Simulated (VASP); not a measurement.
A run of VASP 6.6.1 is set up as follows.

File INCAR:

```
SYSTEM = Al
  PREC = Accurate
  ENCUT = 600
  EDIFF = 1E-7
  ISMEAR = -1
  SIGMA = 0.08
  LREAL = .False.
  LASPH = .True.
  NELM = 100
  ALGO = Normal
  ISIF = 4
  LWAVE = .False.
  LCHARG = .False.
  IBRION = 2
  NSW = 50
  EDIFFG = -0.005
```

File KPOINTS:

```
regular mesh
0
Gamma
  15 15 8
  0 0 0
```

File POSCAR:

```
Al
1.0
    2.6563875016      0.0000000000      0.0000000000
   -1.3281937508      2.3004990587      0.0000000000
    0.0000000000      0.0000000000      4.3848265341
Al
2
Direct
    0.3333333333      0.6666666667      0.2500000000
    0.6666666667      0.3333333333      0.7500000000
```

Potentials or basis: VASP PAW LDA potentials, release 64 (Al).

Run with:

```console
$ cat potpaw_LDA.64/Al/POTCAR > POTCAR
$ mpirun -np 1 vasp_std > vasp.out
```

**Question.** What does it give for the band gap on the k mesh?

**Answer.** Zero (band 3 reaches 14.71 eV, above the bottom of band 4 at 6.76 eV).

Final structure:
```
Al
1.0
     2.65917    0.00000    0.00000
    -1.32959    2.30291    0.00000
     0.00000    0.00000    4.37564
Al
2
Cartesian
  0.0000 1.5353 1.0939
  1.3296 0.7676 3.2817
```
